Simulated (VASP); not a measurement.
## NaW8C8 (a cell with a defect): single point with LDA

The system is NaW8C8 (a cell with a defect).

```
W C Na
1.0
    -2.84464   -4.92706    0.00000
     4.26696   -2.46353    0.00000
     0.00000    0.00000    5.58776
W C Na
8 8 1
Direct
  0.74719 0.51233 0.00054
  0.73845 0.51442 0.48952
  0.48934 0.98842 0.00016
  0.49675 0.00782 0.49723
  0.26948 0.48802 0.99354
  0.27139 0.50802 0.48832
  0.99545 0.98986 0.00259
  0.99866 0.99374 0.47407
  0.47646 0.68286 0.25270
  0.49591 0.66811 0.73901
  0.23480 0.16328 0.26562
  0.27140 0.12815 0.73074
  0.00031 0.67982 0.23951
  0.98437 0.71480 0.73146
  0.73423 0.16103 0.25985
  0.71154 0.15502 0.74473
  0.00464 0.33823 0.74040
```

```yaml
Program: VASP 6.6.1
Task: single point
Functional: LDA
Potentials_or_basis: VASP PAW LDA potentials, release 64 (W_sv, C, Na_pv)
Cutoff: 520 eV
k_mesh: 2 × 2 × 2
Occupations: fermi-dirac, width 0.15 eV
Spin: no spin polarisation
Dipole_correction: no
Further_INCAR_settings: LREAL = Auto; ALGO = Normal; EDIFF = 1e-06; NBANDS = 90
```

The pressure is 60.5 GPa. The largest force is 4.292 eV/Å and the band gap on the k mesh is zero (an odd number of electrons rules out a gap without spin polarisation).

Forces in eV/Å, atoms in the order of the input:
```
W    0.970  2.474  1.561
W    0.354  0.392 -1.954
W    1.058 -1.184  0.020
W   -2.351  1.003 -2.130
W    2.131 -1.031  2.506
W    1.517  2.688 -0.644
W    0.817 -0.236 -0.359
W    0.976  1.440  2.346
C   -2.434 -1.522 -1.562
C   -0.614 -0.583  1.341
C   -0.424 -2.531 -3.440
C    0.778 -0.004  2.648
C   -2.034  0.915  0.228
C   -1.185 -0.134  0.901
C    0.814 -1.341 -2.417
C   -0.309 -1.326  1.274
Na  -0.066  0.981 -0.319
```

Stress tensor (GPa, compression positive):
```
59.61 -2.29 -0.06
-2.29 66.13  2.73
-0.06  2.73 55.76
```

Levels at points of the mesh, in eV from the Fermi level:
```
           k point  band 73  band 74  band 75  band 76  band 77  band 78
(0.00, 0.00, 0.00)    -0.96    -0.88    -0.76    -0.16     0.46     0.80
(0.50, 0.00, 0.00)    -1.15    -0.37    -0.21    -0.16     0.14     0.40
(0.00, 0.50, 0.00)    -0.66    -0.38     0.07     0.65     0.76     1.38
(0.50, 0.50, 0.00)    -1.90    -1.81    -1.40     1.05     1.18     1.42
(0.00, 0.00, 0.50)    -1.51    -0.72    -0.30    -0.18     0.06     0.22
(0.50, 0.00, 0.50)    -1.63    -1.45    -1.43    -0.28    -0.01     0.21
(0.00, 0.50, 0.50)    -1.64    -1.45    -1.11     0.32     0.47     0.57
(0.50, 0.50, 0.50)    -2.13    -2.06    -1.85     0.51     0.92     1.06
```

Wall time 3.5 min on 1 thread of Intel(R) Xeon(R) Platinum 8259CL CPU @ 2.50GHz (Skylake/Cascade Lake), with other jobs on the host, peak memory 0.26 GiB.

Caveat: the k points lie up to 0.64 Å⁻¹ apart, too coarse for converged energies and pressures of a metal; spin-orbit coupling is left out, which moves the levels of the heavy elements.
